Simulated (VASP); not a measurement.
A run of VASP 6.6.1 is set up as follows.

The input INCAR:

```
PREC     = Accurate       # precision mode
ENCUT    = 520            # plane-wave cutoff, eV
EDIFF    = 1E-6           # SCF threshold, eV
ISMEAR   = -1             # smearing method
SIGMA    = 0.02           # smearing width, eV
LREAL    = F              # projectors in reciprocal space
LASPH    = T              # aspherical terms in the spheres
NELM     = 80             # most SCF steps
ALGO     = Normal         # electronic algorithm
ISIF     = 2              # what is computed and relaxed
LWAVE    = F              # write WAVECAR
LCHARG   = F              # write CHGCAR
GGA      = PE             # functional
NBANDS   = 17             # bands
```

KPOINTS

```
Automatic mesh
0
Gamma
  6 6 6
```

The input POSCAR:

```
PbSe
1.0
    0.0000000000      3.4232041378      3.4232041378
    3.4232041378      0.0000000000      3.4232041378
    3.4232041378      3.4232041378      0.0000000000
Pb Se
1 1
Direct
    0.0000000000      0.0000000000      0.0000000000
    0.2500000000      0.2500000000      0.2500000000
```

Potentials or basis: VASP PAW PBE potentials, release 64 (Pb_d, Se).

The run is started by

```bash
$ cat potpaw_PBE.64/Pb_d/POTCAR potpaw_PBE.64/Se/POTCAR > POTCAR
$ mpirun -np 1 vasp_std > vasp.out
```

(1) Predict the band gap on the k mesh.

(2) What does it give for the pressure?

## Answers

(1) 0.75 eV (least direct gap 1.15 eV).

(2) 0.7 GPa.

Caveat: the structure was generated, so it needn't be the stable form of PbSe; spin-orbit coupling is left out, which moves the levels of the heavy elements.
